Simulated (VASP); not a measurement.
## C: density of states with PBE

C:

```
C
1.0
     1.36114    0.00000    0.00000
     0.00000    1.36114    0.00000
     0.00000    0.00000    1.36114
C
1
Direct
  0.00000 0.00000 0.00000
```

This cell differs from its parent crystal: volume scaled by 0.45.

```yaml
Program: VASP 6.6.1
Task: density of states
Functional: PBE
Potentials_or_basis: VASP PAW PBE potentials, release 64 (C)
Cutoff: 520 eV
k_mesh: 20 × 20 × 20
Occupations: fermi-dirac, width 0.08 eV
Spin: no spin polarisation
Dipole_correction: no
k_mesh_for_the_DOS: 30 × 30 × 30
Occupations_for_the_DOS: tetrahedron
Further_INCAR_settings: ALGO = Normal; EDIFF = 1e-06
```

| Quantity | Value |
| --- | --- |
| Valence electrons inside the program's atomic spheres | C 3.46 |

Levels at points of the mesh, in eV from the Fermi level:
```tsv
k point	band 1	band 2	band 3	band 4	band 5
(0.00, 0.00, 0.00)	-38.92	16.65	16.65	16.65	34.69
(0.50, 0.00, 0.00)	-27.00	-19.17	24.81	24.81	46.85
(0.50, 0.50, 0.00)	-14.32	-14.32	3.05	3.32	31.60
(0.50, 0.50, 0.50)	-3.38	-3.38	-3.38	19.80	19.80
```

Wall time 13 s on 1 thread of Intel(R) Xeon(R) 6975P-C (Granite Rapids) (shared host), peak memory 0.12 GiB.
